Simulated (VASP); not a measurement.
Write the native input for VASP 6.6.1 that does the following.

```yaml
Task: single point
Functional: PBE
Potentials_or_basis: VASP PAW PBE potentials, release 64 (Sc_sv, Ta_pv, O)
Cutoff: 520 eV
k_mesh: 6 × 6 × 4
Occupations: gaussian, width 0.1 eV
Spin: no spin polarisation
Dipole_correction: no
Further_INCAR_settings: ALGO = Normal; EDIFF = 1e-06; NBANDS = 25
```

The structure of ScTaO2 lies in POSCAR:

```
ScTaO2
1.0
    3.7050094100      0.0000000000      0.0000000000
   -1.8525047000      3.2086322700      0.0000000000
    0.0000000000      0.0000000000      5.1738648000
Sc Ta O
1 1 2
Direct
    0.0000000000      0.0000000000      0.0000000000
    0.0000000000      0.0000000000      0.5000000000
    0.3333333300      0.6666666700      0.5306615500
    0.6666666700      0.3333333300      0.4693384500
```

These files were run (other wordings do the same):

INCAR

```
SYSTEM = ScTaO2
PREC     = Accurate       ! precision mode
ENCUT    = 520            ! plane-wave cutoff, eV
EDIFF    = 1E-6           ! SCF threshold, eV
ISMEAR   = 0              ! smearing method
SIGMA    = 0.1            ! smearing width, eV
LREAL    = .FALSE.        ! projectors in reciprocal space
LASPH    = .TRUE.         ! aspherical terms in the spheres
NELM     = 60             ! most SCF steps
ALGO     = Normal         ! electronic algorithm
ISIF     = 2              ! what is computed and relaxed
LWAVE    = .FALSE.        ! write WAVECAR
LCHARG   = .TRUE.         ! write CHGCAR
GGA      = PE             ! functional
LELF     = .TRUE.         ! ELF
LVHAR    = .TRUE.       
NBANDS   = 25             ! bands
```

KPOINTS

```
Automatic mesh
0
G
  6 6 4
  0 0 0
```

Potentials or basis: VASP PAW PBE potentials, release 64 (Sc_sv, Ta_pv, O).

Launch:

```bash
$ cat potpaw_PBE.64/Sc_sv/POTCAR potpaw_PBE.64/Ta_pv/POTCAR potpaw_PBE.64/O/POTCAR > POTCAR
$ mpirun -np 1 vasp_std > vasp.out
```

It gave:

* Pressure: 8.6 GPa
* Largest force: 1.406 eV/Å
* Band gap on the k mesh: zero (band 17 reaches 5.24 eV, above the bottom of band 18 at 3.89 eV)

Caveat: spin-orbit coupling is left out, which moves the levels of the heavy elements; forces of over 1 eV/Å act on the atoms, so gaps and moduli don't describe the material at rest.

Run time: 66 s on 1 thread of AMD EPYC 7R13, with other jobs on the host, peak memory 0.17 GiB.
